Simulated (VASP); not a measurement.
# ZnCu (P4/mmm) in VASP: further runs, part 2 of 2

VASP 6.6.1. The steps go on from the part before.

## Step 3: Single point, PBEsol (strain -0.015 along x and y, +0.030 along z)

INCAR reads:

```
PREC = Accurate
ENCUT = 520
EDIFF = 1E-6
ISMEAR = 0
SIGMA = 0.15
LREAL = F
LASPH = T
NELM = 80
ALGO = Fast
ISIF = 2
LWAVE = F
LCHARG = F
GGA = PS
NBANDS = 18
```

KPOINTS reads:

```
Automatic mesh
0
Gamma
  16 16 16
```

POSCAR reads:

```
ZnCu
1.0
    2.9008250000      0.0000000000      0.0000000000
    0.0000000000      2.9008250000      0.0000000000
    0.0000000000      0.0000000000      3.0333500000
Zn Cu
1 1
Direct
    0.5000000000      0.5000000000      0.5000000000
    0.0000000000      0.0000000000      0.0000000000
```

Potentials or basis: VASP PAW PBE potentials, release 64 (Zn, Cu).

Started as:

```sh
$ cat potpaw_PBE.64/Zn/POTCAR potpaw_PBE.64/Cu/POTCAR > POTCAR
$ mpirun -np 1 vasp_std > vasp.out
```

OUTCAR:

```text
PREC = Accurate
   ENCUT = 520
   EDIFF = 1E-6
   ISMEAR = 0
   LREAL = F
   LASPH = T
   NELM = 80
   ISIF = 2
   GGA = PS

 ion  position               nearest neighbor table
   1  0.500  0.500  0.500-   2 2.55   2 2.55   2 2.55   2 2.55   2 2.55   2 2.55   2 2.55   2 2.55

   2  0.000  0.000  0.000-   1 2.55   1 2.55   1 2.55   1 2.55   1 2.55   1 2.55   1 2.55   1 2.55

  LATTYP: Found a simple tetragonal cell.
 ALAT       =     2.9008250000
 C/A-ratio  =     1.0456852792

  Lattice vectors:

[... 193 lines left out ...]
      5      -1.7705      2.00000
      6      -1.7142      2.00000
[... 481 lines left out ...]
      5      -1.7418      2.00000
      6      -0.2671      2.00000
[... 10 lines left out ...]
     17      18.5341      0.00000
     18      19.3724      0.00000

 [... further k-points ...]
[... 5 lines left out ...]
  --------------------------------------------------------------------------------------
  -------------------------------------------------------------------------------------
  Total       -0.5645220     -0.5645220     -0.6109756      0.0000000     -0.0000000      0.0000000
  in kB      -35.4344650    -35.4344650    -38.3503065      0.0000000     -0.0000000      0.0000000
  external PRESSURE =     -36.4064122 kB  Pullay stress =       0.0000000 kB

 VOLUME and BASIS-vectors are now :
 -----------------------------------------------------------------------------
  energy-cutoff  :      520.00
  volume of cell :       25.52
      direct lattice vectors                 reciprocal lattice vectors
     2.900825000  0.000000000  0.000000000     0.344729517  0.000000000  0.000000000
     0.000000000  2.900825000  0.000000000     0.000000000  0.344729517  0.000000000
     0.000000000  0.000000000  3.033350000     0.000000000  0.000000000  0.329668518

 POSITION                                       TOTAL-FORCE (eV/Angst)
 -----------------------------------------------------------------------------------
      1.45041      1.45041      1.51667         0.000000      0.000000      0.000000
      0.00000      0.00000      0.00000         0.000000      0.000000      0.000000
 -----------------------------------------------------------------------------------
    total drift:                                0.000000      0.000000     -0.000000

  FREE ENERGIE OF THE ION-ELECTRON SYSTEM (eV)
  ---------------------------------------------------
  free  energy   TOTEN  =        -6.0867421655 eV

  energy  without entropy=       -6.0806837583  energy(sigma->0) =       -6.08371296
```

OSZICAR:

```text
N       E                     dE             d eps       ncg     rms          rms(c)
DAV:   1     0.113021211286E+03    0.11302E+03   -0.11335E+04 15756   0.212E+03
DAV:   2    -0.262169543568E+01   -0.11564E+03   -0.11099E+03 14652   0.300E+02
DAV:   3    -0.736551058403E+01   -0.47438E+01   -0.47047E+01 16530   0.753E+01
DAV:   4    -0.740394245879E+01   -0.38432E-01   -0.38418E-01 16882   0.627E+00
DAV:   5    -0.740445534035E+01   -0.51288E-03   -0.51287E-03 16400   0.746E-01    0.103E+01
RMM:   6    -0.724312559137E+01    0.16133E+00   -0.10715E+01 16897   0.527E+01    0.728E+00
RMM:   7    -0.609535961992E+01    0.11478E+01   -0.27100E+00 16507   0.254E+01    0.243E+00
RMM:   8    -0.609297595764E+01    0.23837E-02   -0.34557E-02 17055   0.302E+00    0.111E+00
RMM:   9    -0.608786819279E+01    0.51078E-02   -0.15050E-02 16952   0.202E+00    0.308E-01
RMM:  10    -0.608662677148E+01    0.12414E-02   -0.70641E-03 17453   0.106E+00    0.846E-02
RMM:  11    -0.608671183706E+01   -0.85066E-04   -0.12864E-03 18562   0.415E-01    0.244E-02
RMM:  12    -0.608675005847E+01   -0.38221E-04   -0.30479E-04 18487   0.180E-01    0.429E-02
RMM:  13    -0.608683818705E+01   -0.88129E-04   -0.53038E-04 17675   0.362E-01    0.819E-02
RMM:  14    -0.608673868029E+01    0.99507E-04   -0.20635E-04 17321   0.196E-01    0.710E-03
RMM:  15    -0.608674181276E+01   -0.31325E-05   -0.28614E-05 16536   0.439E-02    0.576E-03
RMM:  16    -0.608674216550E+01   -0.35274E-06   -0.42426E-06 14770   0.241E-02
   1 F= -.60867422E+01 E0= -.60837130E+01  d E =-.605841E-02
```

stdout:

```text
POSCAR found type information on POSCAR ZnCu
 POSCAR found :  2 types and       2 ions
 scaLAPACK will be used
 -----------------------------------------------------------------------------
|                                                                             |
|                                                                             |
|     You enforced a specific xc type in the INCAR file but a different       |
|     I HOPE YOU KNOW WHAT YOU ARE DOING!                                     |
|                                                                             |
 -----------------------------------------------------------------------------

 LDA part: xc-table for (Slater+PW92), standard interpolation
 POSCAR, INCAR and KPOINTS ok, starting setup
 FFT: planning ... GRIDC
 FFT: planning ... GRID_SOFT
 FFT: planning ... GRID
 WAVECAR not read
 entering main loop
WARNING in EDDRMM: call to ZHEGV failed, returncode =   6  3     15
WARNING in EDDRMM: call to ZHEGV failed, returncode =   8  4     17
WARNING in EDDRMM: call to ZHEGV failed, returncode =   6  3     15
```

Wall time 4.2 min (1 thread of Oxide Virtual Turin-like, shared host); peak memory 0.26 GiB.

Results:

| Item | Value |
| --- | --- |
| Free energy | -6.0867 eV |
| Pressure | -3.6 GPa |
| Band gap on the k mesh | zero (an odd number of electrons rules out a gap without spin polarisation) |

Levels at points of the mesh, in eV from the Fermi level:
| k point | band 8 | band 9 | band 10 | band 11 | band 12 | band 13 | band 14 | band 15 | band 16 | band 17 |
| --- | --- | --- | --- | --- | --- | --- | --- | --- | --- | --- |
| (0.00, 0.00, 0.00) | -3.56 | -2.75 | -2.75 | -2.71 | 5.17 | 6.72 | 6.72 | 10.48 | 11.67 | 12.64 |
| (0.50, 0.00, 0.00) | -3.69 | -3.40 | -3.24 | -2.83 | -1.92 | 10.91 | 11.45 | 12.31 | 12.90 | 12.96 |
| (0.50, 0.50, 0.00) | -2.93 | -2.93 | -2.45 | -1.72 | -1.72 | 2.03 | 2.40 | 13.17 | 14.74 | 14.74 |
| (0.00, 0.00, 0.50) | -3.75 | -3.24 | -3.24 | -2.77 | -2.21 | 11.86 | 11.86 | 12.55 | 12.55 | 13.66 |
| (0.50, 0.00, 0.50) | -2.89 | -2.86 | -2.53 | -2.06 | -1.97 | 1.61 | 1.94 | 14.29 | 15.89 | 15.94 |
| (0.50, 0.50, 0.50) | -4.29 | -2.53 | -2.43 | 3.84 | 4.26 | 4.26 | 4.37 | 4.37 | 4.46 | 4.75 |

Caveat: the cell differs from its parent crystal (strain -0.015 along x and y, +0.030 along z); the cell stands under tension; the PAW data sets were made with another functional, which shifts forces and pressure a little.

## Step 4: Single point, PBEsol (strain +0.015 along x and y, -0.030 along z)

INCAR reads:

```
SYSTEM = ZnCu
PREC = Accurate
ENCUT = 520
EDIFF = 1E-6
ISMEAR = 0
SIGMA = 0.15
LREAL = .False.
LASPH = .True.
NELM = 60
ALGO = Fast
ISIF = 2
LWAVE = .False.
LCHARG = .True.
GGA = PS
LELF = .True.
LVHAR = .True.
NBANDS = 18
```

KPOINTS reads:

```
Automatic mesh
0
Gamma
  16 16 16
  0 0 0
```

POSCAR reads:

```
ZnCu
1.0
    2.9891750000      0.0000000000      0.0000000000
    0.0000000000      2.9891750000      0.0000000000
    0.0000000000      0.0000000000      2.8566500000
Zn Cu
1 1
Direct
    0.5000000000      0.5000000000      0.5000000000
    0.0000000000      0.0000000000      0.0000000000
```

Started as:

```sh
$ cat potpaw_PBE.64/Zn/POTCAR potpaw_PBE.64/Cu/POTCAR > POTCAR
$ mpirun -np 1 vasp_std > vasp.out
```

Wall time 4.1 min (1 thread of Oxide Virtual Turin-like, shared host); peak memory 0.26 GiB.

Results (log left out):

* Free energy: -6.0867 eV
* Pressure: -3.6 GPa
* Band gap on the k mesh: zero (an odd number of electrons rules out a gap without spin polarisation)

Stress tensor (GPa, compression positive):
```
-3.79  0.00  0.00
 0.00 -3.79  0.00
 0.00  0.00 -3.27
```

Levels at points of the mesh, in eV from the Fermi level:
| k point | band 10 | band 11 | band 12 | band 13 | band 14 | band 15 |
| --- | --- | --- | --- | --- | --- | --- |
| (0.00, 0.00, 0.00) | -2.70 | -2.70 | 5.68 | 5.68 | 7.30 | 10.86 |
| (0.50, 0.00, 0.00) | -3.17 | -2.77 | -2.09 | 11.07 | 11.67 | 12.54 |
| (0.50, 0.50, 0.00) | -2.53 | -2.10 | -2.10 | 1.48 | 1.78 | 14.72 |
| (0.00, 0.00, 0.50) | -3.33 | -2.84 | -1.79 | 11.53 | 11.53 | 12.10 |
| (0.50, 0.00, 0.50) | -2.45 | -1.84 | -1.75 | 1.91 | 2.28 | 13.54 |
| (0.50, 0.50, 0.50) | -2.42 | 3.86 | 4.20 | 4.26 | 4.41 | 4.41 |

Caveat: the cell differs from its parent crystal (strain +0.015 along x and y, -0.030 along z); the cell stands under tension; the PAW data sets were made with another functional, which shifts forces and pressure a little.

## Step 5: The runs side by side

```tsv
cell	gap on the mesh (eV)	pressure (GPa)
a = 2.901, b = 2.901, c = 2.989 Å, 2 atoms	none	-2.0
a = 2.901, b = 2.901, c = 3.033 Å, 2 atoms	none	-3.6
a = 2.989, b = 2.989, c = 2.857 Å, 2 atoms	none	-3.6
```

Alike in all rows: task single point; level PBEsol; potentials or basis VASP PAW PBE potentials, release 64 (Zn, Cu); no spin polarisation; k mesh 16 × 16 × 16; cutoff (eV) 520; smearing gaussian 0.15 eV.

Caveats: the PAW data sets were made with another functional, which shifts forces and pressure a little; the cell stands under tension (at least some runs).

Absolute energies hang on the potentials; compare differences alone.
